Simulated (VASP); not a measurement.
# RbBr (Immm) in VASP: a series of runs

RbBr is run at these levels: PBE, r2SCAN; tasks: single point.

Everything below comes from runs of VASP 6.6.1. Logs are shortened: lines on timing, memory, paths and dates and some standing lists are left out, and cuts for length are marked.

### 1 The cell of the first run

It takes space group Immm (No. 71, orthorhombic). The conventional cell has a = 4.816 Å, b = 4.973 Å, c = 6.922 Å, α = 90.00°, β = 90.00°, γ = 90.00°. Within 4.5 Å of Rb (site symmetry mmm) lie 6 Br at 3.46 Å. Br (site symmetry mmm) has 6 Rb at 3.46 Å within 4.5 Å.

### 2 Single point, PBE (shear xy strain -3.2%)

The input, INCAR:

```
SYSTEM = RbBr
PREC = Accurate
ENCUT = 520
EDIFF = 1E-6
ISMEAR = -1
SIGMA = 0.02
LREAL = .False.
LASPH = .True.
NELM = 80
ALGO = Normal
ISIF = 2
LWAVE = .False.
LCHARG = .False.
GGA = PE
NBANDS = 15
```

The input, KPOINTS:

```
regular mesh
0
Gamma
  6 6 6
  0 0 0
```

The input, POSCAR:

```
RbBr
1.0
   -0.0557193001      3.4608260907      3.4608260907
    3.4608260907     -0.0557193001      3.4608260907
    3.4051067907      3.4051067907      0.0000000000
Rb Br
1 1
Direct
    0.0000000000      0.0000000000      0.0000000000
    0.5000000000      0.5000000000      0.5000000000
```

Potentials or basis: VASP PAW PBE potentials, release 64 (Rb_sv, Br).

Launch:

```bash
$ cat potpaw_PBE.64/Rb_sv/POTCAR potpaw_PBE.64/Br/POTCAR > POTCAR
$ mpirun -np 1 vasp_std > vasp.out
```

OUTCAR:

```text
SYSTEM = RbBr
   PREC = Accurate
   ENCUT = 520
   EDIFF = 1E-6
   ISMEAR = -1
   LREAL = .False.
   LASPH = .True.
   NELM = 80
   ISIF = 2
   GGA = PE

 ion  position               nearest neighbor table
   1  0.000  0.000  0.000-   2 3.46   2 3.46   2 3.46   2 3.46   2 3.46   2 3.46
   2  0.500  0.500  0.500-   1 3.46   1 3.46   1 3.46   1 3.46   1 3.46   1 3.46

  LATTYP: Found a body centered orthorhombic cell.
 ALAT       =     4.8155482047
 B/A-ratio  =     1.0327269031
 C/A-ratio  =     1.4373549775

  Lattice vectors:

 A1 = (   0.0557193001,  -3.4608260907,  -3.4608260907)
 A2 = (  -0.0557193000,   3.4608260908,  -3.4608260907)
 A3 = (   3.4608260907,  -0.0557193001,   3.4608260907)

Analysis of symmetry for initial positions (statically):
=====================================================================
 Subroutine PRICEL returns:
 Original cell was already a primitive cell.

 Routine SETGRP: Setting up the symmetry group for a
 body centered orthorhombic supercell.

 Subroutine GETGRP returns: Found  8 space group operations
 (whereof  8 operations were pure point group operations)
 out of a pool of  8 trial point group operations.

The static configuration has the point symmetry D_2h.

Analysis of symmetry for dynamics (positions and initial velocities):
=====================================================================
 Subroutine PRICEL returns:
 Original cell was already a primitive cell.

 Routine SETGRP: Setting up the symmetry group for a
 body centered orthorhombic supercell.

 Subroutine GETGRP returns: Found  8 space group operations
 (whereof  8 operations were pure point group operations)
 out of a pool of  8 trial point group operations.

The dynamic configuration has the point symmetry D_2h.

 Subroutine INISYM returns: Found  8 space group operations
 (whereof  8 operations are pure point group operations),
 and found     1 'primitive' translations

----------------------------------------------------------------------------------------

                                     Primitive cell

  volume of cell :      82.8813

  direct lattice vectors                    reciprocal lattice vectors
    -0.055719300  3.460826091  3.460826091    -0.142184998  0.142184998  0.144474177
     3.460826091 -0.055719300  3.460826091     0.142184998 -0.142184998  0.144474177
     3.405106791  3.405106791  0.000000000     0.146838273  0.146838273 -0.144474177

  length of vectors
     4.894664350  4.894664350  4.815548205     0.247600354  0.247600354  0.252973802

  position of ions in fractional coordinates (direct lattice)
     0.000000000  0.000000000  0.000000000
     0.500000000  0.500000000  0.500000000

  ion indices of the primitive-cell ions
   primitive index   ion index
                 1           1
                 2           2

----------------------------------------------------------------------------------------

 KPOINTS: regular mesh

Automatic generation of k-mesh.
 Grid dimensions read from file:
 generate k-points for:    6    6    6

 Generating k-lattice:

  Cartesian coordinates                     Fractional coordinates (reciprocal lattice)
    -0.023697500  0.023697500  0.024079029     0.166666667  0.000000000  0.000000000
     0.023697500 -0.023697500  0.024079029     0.000000000  0.166666667  0.000000000
     0.024473045  0.024473045 -0.024079029     0.000000000  0.000000000  0.166666667

  Length of vectors
     0.041266726  0.041266726  0.042162300

  Shift w.r.t. Gamma in fractional coordinates (k-lattice)
     0.000000000  0.000000000  0.000000000

 Subroutine IBZKPT returns following result:
 ===========================================

 Found     46 irreducible k-points:

 Following reciprocal coordinates:
            Coordinates               Weight
  0.000000  0.000000  0.000000      1.000000
  0.166667 -0.000000  0.000000      4.000000
  0.333333 -0.000000  0.000000      4.000000
  0.500000 -0.000000  0.000000      2.000000
  0.166667  0.166667  0.000000      2.000000
  0.333333  0.166667  0.000000      4.000000
[... 16 lines left out ...]
 -0.166667  0.333333  0.166667      4.000000
  0.500000  0.500000  0.166667      4.000000
 [... further k-points ...]
   k-points           NKPTS =     46   k-points in BZ     NKDIM =     46   number of bands    NBANDS=     15
   number of dos      NEDOS =    301   number of ions     NIONS =      2
   total plane-waves  NPLWV =  46656
   dimension x,y,z NGX =    36 NGY =   36 NGZ =   36
   dimension x,y,z NGXF=    72 NGYF=   72 NGZF=   72
   ions per type =               1   1
   NGX,Y,Z   is equivalent  to a cutoff of  12.23, 12.23, 12.43 a.u.
   NGXF,Y,Z  is equivalent  to a cutoff of  24.45, 24.45, 24.86 a.u.
 SYSTEM =  RbBr
   PREC   = accura    normal or accurate (medium, high low for compatibility)
   ISTART =      0    job   : 0-new  1-cont  2-samecut
   ICHARG =      2    charge: 1-file 2-atom 10-const
   ISPIN  =      1    spin polarized calculation?
   LNONCOLLINEAR =      F non collinear calculations
   LSORBIT =      F    spin-orbit coupling
   LASPH  =      T    aspherical Exc in radial PAW
   ENCUT  =  520.0 eV  38.22 Ry    6.18 a.u.   9.10  9.10  8.95*2*pi/ulx,y,z
   NELM   =     80;   NELMIN=  2; NELMDL= -5     # of ELM steps
   EDIFF  = 0.1E-05   stopping-criterion for ELM
   LREAL  =      F    real-space projection
   EDIFFG = 0.1E-04   stopping-criterion for IOM
   NSW    =      0    number of steps for IOM
   IBRION =     -1    ionic relax: 0-MD 1-quasi-New 2-CG
   NFREE  =      0    steps in history (QN), initial steepest desc. (CG)
   ISIF   =      2    stress and relaxation
   ISYM   =      2    0-nonsym 1-usesym 2-fastsym
   POTIM  = 0.5000    time-step for ionic-motion
   TEBEG  =    0.0;   TEEND  =   0.0 temperature during run
   PSTRESS=    0.0 pullay stress
   NELECT =      16.0000    total number of electrons
   NUPDOWN=      -1.0000    fix difference up-down
   EMIN   =  10.00;   EMAX   =-10.00  energy-range for DOS
   EFERMI =   0.00;   METHOD = LEGACY
   ISMEAR =    -1;   SIGMA  =   0.02  broadening in eV -4-tet -1-fermi 0-gaus
   EFERMI_NEDOS =   21; number of points for ismear=-14 and -15
   IALGO  =     38    algorithm
   IMIX   =      4    mixing-type and parameters
     AMIX     =   0.40;   BMIX     =  1.00
     AMIX_MAG =   1.60;   BMIX_MAG =  1.00
  volume/ion in A,a.u.               =      41.44       279.66
  Fermi-wavevector in a.u.,A,eV,Ry     =   0.946156  1.787975 12.180078  0.895210
  Thomas-Fermi vector in A             =   2.074126
   LORBIT       =      0    0 simple, 1 ext, 2 COOP (PROOUT), +10 PAW based schemes
   GGA     = PE    functional components
   LHFCALC =     F    Hartree Fock is set to
   AEXX    =    0.0000 exact exchange contribution
   IVDW    =     0    specifies the selected vdW correction
   LEPSILON=     F    determine dielectric tensor
   LRPA    =     F    only Hartree local field effects (RPA)
 non-spin polarized calculation
  energy-cutoff  :      520.00
  volume of cell :       82.88
 maximum number of plane-waves:      2251
   NGX = 19   NGY = 19   NGZ = 17

 number of electron      15.9999999 magnetization

 Free energy of the ion-electron system (eV)
  ---------------------------------------------------
  ext. energy  EPLUGINS =         0.00000000
  ---------------------------------------------------
  free energy    TOTEN  =        -6.10816862 eV

  energy without entropy =       -6.10816862  energy(sigma->0) =       -6.10816862

 E-fermi :  -1.4378     XC(G=0):  -7.1191

 val. band max:       -1.8323626482   @ k =   0.0000   0.0000   0.0000
 cond. band min:       2.4269677490   @ k =   0.0000   0.0000   0.0000
 fundamental gap:      4.2593303972
 Fermi energy:        -1.4378478411

 k-point     1 :       0.0000    0.0000    0.0000
  band No.  band energies     occupation
      1     -26.3389      2.00000
      2     -14.0115      2.00000
      3     -10.4131      2.00000
      4     -10.4131      2.00000
      5     -10.4127      2.00000
      6      -1.8827      2.00000
      7      -1.8598      2.00000
      8      -1.8324      2.00000
      9       2.4270      0.00000
     10       5.2900      0.00000
     11       5.4110      0.00000
     12       5.5344      0.00000
     13       6.2795      0.00000
     14       6.2849      0.00000
     15       9.0647      0.00000

 k-point     2 :       0.1667   -0.0000    0.0000
  band No.  band energies     occupation
      1     -26.3370      2.00000
      2     -14.0216      2.00000
      3     -10.4152      2.00000
      4     -10.4142      2.00000
      5     -10.4004      2.00000
      6      -2.1594      2.00000
      7      -1.9526      2.00000
      8      -1.9155      2.00000
      9       3.0380      0.00000
     10       5.2247      0.00000
     11       5.6820      0.00000
     12       5.8465      0.00000
     13       6.6602      0.00000
     14       6.6747      0.00000
     15       9.9745      0.00000

 k-point     3 :       0.3333   -0.0000    0.0000
  band No.  band energies     occupation
      1     -26.3332      2.00000
      2     -14.0416      2.00000
      3     -10.4196      2.00000
      4     -10.4165      2.00000
      5     -10.3757      2.00000
      6      -2.6130      2.00000
      7      -2.1131      2.00000
      8      -2.0716      2.00000
      9       4.2683      0.00000
     10       5.3553      0.00000
     11       6.5397      0.00000
     12       6.7137      0.00000
     13       7.6159      0.00000
     14       7.6614      0.00000
     15       9.5027      0.00000
[... 343 lines left out ...]
 k-point    23 :      -0.1667    0.3333    0.1667
  band No.  band energies     occupation
      1     -26.3307      2.00000
      2     -14.0112      2.00000
      3     -10.4840      2.00000
      4     -10.4630      2.00000
      5     -10.3990      2.00000
      6      -2.5047      2.00000
      7      -2.1281      2.00000
      8      -2.0868      2.00000
      9       4.7106      0.00000
     10       4.8680      0.00000
     11       6.8349      0.00000
     12       7.5478      0.00000
     13       7.5854      0.00000
     14       7.9098      0.00000
     15       8.8668      0.00000

 k-point    24 :       0.5000    0.5000    0.1667
  band No.  band energies     occupation
      1     -26.3290      2.00000
      2     -13.9822      2.00000
      3     -10.5326      2.00000
      4     -10.4648      2.00000
      5     -10.4567      2.00000
      6      -2.3715      2.00000
      7      -2.1261      2.00000
      8      -2.0938      2.00000
      9       4.1891      0.00000
     10       5.3259      0.00000
     11       6.8750      0.00000
     12       7.5045      0.00000
     13       7.5181      0.00000
     14       8.4056      0.00000
     15       8.9862      0.00000

 [... further k-points ...]

------------------------ aborting loop because EDIFF is reached ----------------------------------------

  FORCE on cell =-STRESS in cart. coord.  units (eV):
  Direction    XX          YY          ZZ          XY          YZ          ZX
  --------------------------------------------------------------------------------------
  -------------------------------------------------------------------------------------
  Total        0.2915355      0.2915355      0.2892934      0.0651745     -0.0000000     -0.0000000
  in kB        5.6356670      5.6356670      5.5923244      1.2598867     -0.0000000     -0.0000000
  external PRESSURE =       5.6212194 kB  Pullay stress =       0.0000000 kB

 VOLUME and BASIS-vectors are now :
 -----------------------------------------------------------------------------
  energy-cutoff  :      520.00
  volume of cell :       82.88
      direct lattice vectors                 reciprocal lattice vectors
    -0.055719300  3.460826091  3.460826091    -0.142184998  0.142184998  0.144474177
     3.460826091 -0.055719300  3.460826091     0.142184998 -0.142184998  0.144474177
     3.405106791  3.405106791  0.000000000     0.146838273  0.146838273 -0.144474177

 POSITION                                       TOTAL-FORCE (eV/Angst)
 -----------------------------------------------------------------------------------
      0.00000      0.00000      0.00000        -0.000000      0.000000     -0.000000
      3.40511      3.40511      3.46083         0.000000      0.000000      0.000000
 -----------------------------------------------------------------------------------
    total drift:                                0.000000      0.000000      0.000000

  FREE ENERGIE OF THE ION-ELECTRON SYSTEM (eV)
  ---------------------------------------------------
  free  energy   TOTEN  =        -6.1081686160 eV

  energy  without entropy=       -6.1081686160  energy(sigma->0) =       -6.10816862
```

Wall time 29 s (1 thread of AMD EPYC 9R45 (Zen 5), shared host); peak memory 0.2 GiB.

What came out:

```
Free energy            : -6.1082 eV
Pressure               : 0.6 GPa
Band gap on the k mesh : 4.26 eV, direct
```

Stress tensor (GPa, compression positive):
```
0.56 0.13 0.00
0.13 0.56 0.00
0.00 0.00 0.56
```

Levels at points of the mesh, in eV from the valence-band top:
| k point | band 4 | band 5 | band 6 | band 7 | band 8 | band 9 | band 10 | band 11 | band 12 | band 13 |
| --- | --- | --- | --- | --- | --- | --- | --- | --- | --- | --- |
| (0.00, 0.00, 0.00) | -8.58 | -8.58 | -0.05 | -0.03 | 0.00 | 4.26 | 7.12 | 7.24 | 7.37 | 8.11 |
| (0.50, 0.00, 0.00) | -8.59 | -8.53 | -0.97 | -0.36 | -0.31 | 6.70 | 7.53 | 9.25 | 9.43 | 10.00 |
| (0.50, 0.50, 0.00) | -8.65 | -8.64 | -0.49 | -0.22 | -0.15 | 5.61 | 6.99 | 9.03 | 9.12 | 9.29 |
| (0.00, 0.00, 0.50) | -8.59 | -8.55 | -0.96 | -0.40 | -0.36 | 6.72 | 7.63 | 9.32 | 9.50 | 9.93 |
| (0.50, 0.00, 0.50) | -8.64 | -8.64 | -0.49 | -0.18 | -0.18 | 5.61 | 6.99 | 9.03 | 9.11 | 9.28 |

Caveat: the cell differs from its parent crystal (shear xy strain -3.2%).

### 3 Single point, r2SCAN (shear xy strain -3.2%)

POSCAR is that of step 2.

The input, INCAR.step1:

```
SYSTEM = RbBr
PREC = Accurate
ENCUT = 520
ISMEAR = 0
SIGMA = 0.01
LREAL = .False.
LASPH = .True.
NELM = 60
NBANDS = 15
GGA = PE
ALGO = Normal
EDIFF = 1E-4
LWAVE = .True.
LCHARG = .False.
```

The input, INCAR.step2:

```
SYSTEM = RbBr
PREC = Accurate
ENCUT = 520
EDIFF = 1E-6
ISMEAR = 0
SIGMA = 0.01
LREAL = .False.
LASPH = .True.
NELM = 60
ALGO = Normal
ISIF = 2
LWAVE = .False.
LCHARG = .True.
METAGGA = R2SCAN
LMIXTAU = .True.
LELF = .True.
LVHAR = .True.
NBANDS = 15
ISTART = 1
```

The input, KPOINTS:

```
Automatic mesh
0
Gamma
  6 6 6
  0 0 0
```

Potentials or basis: VASP PAW PBE potentials, release 64 (Rb_sv, Br).

Launch:

```bash
$ cat potpaw_PBE.64/Rb_sv/POTCAR potpaw_PBE.64/Br/POTCAR > POTCAR
$ cp INCAR.step1 INCAR
$ mpirun -np 1 vasp_std > vasp.out
$ cp INCAR.step2 INCAR
$ mpirun -np 1 vasp_std > vasp.out
```

Run time: 2.3 min. Hardware: 1 thread of AMD EPYC 9R45 (Zen 5), shared host; peak memory 0.21 GiB.

Results (log left out):

```yaml
Free_energy: -31.1546 eV
Pressure: 0.0 GPa
Band_gap_on_the_k_mesh: 4.86 eV, direct
```

Stress tensor (GPa, compression positive):
```
0.04 0.13 0.00
0.13 0.04 0.00
0.00 0.00 0.04
```

Levels at points of the mesh, in eV from the valence-band top:
```
           k point  band 4  band 5  band 6  band 7  band 8  band 9  band 10  band 11  band 12  band 13
(0.00, 0.00, 0.00)   -8.78   -8.77   -0.05   -0.03    0.00    4.86     7.72     7.85     7.98     8.90
(0.50, 0.00, 0.00)   -8.78   -8.72   -0.95   -0.35   -0.31    7.19     8.09     9.98    10.17    10.69
(0.50, 0.50, 0.00)   -8.84   -8.84   -0.50   -0.22   -0.15    6.06     7.81     9.54     9.97    10.20
(0.00, 0.00, 0.50)   -8.78   -8.74   -0.95   -0.39   -0.35    7.19     8.19    10.05    10.25    10.61
(0.50, 0.00, 0.50)   -8.84   -8.84   -0.50   -0.19   -0.19    6.06     7.80     9.54     9.96    10.19
```

Caveat: the cell differs from its parent crystal (shear xy strain -3.2%); the PAW data sets were made with another functional, which shifts forces and pressure a little.
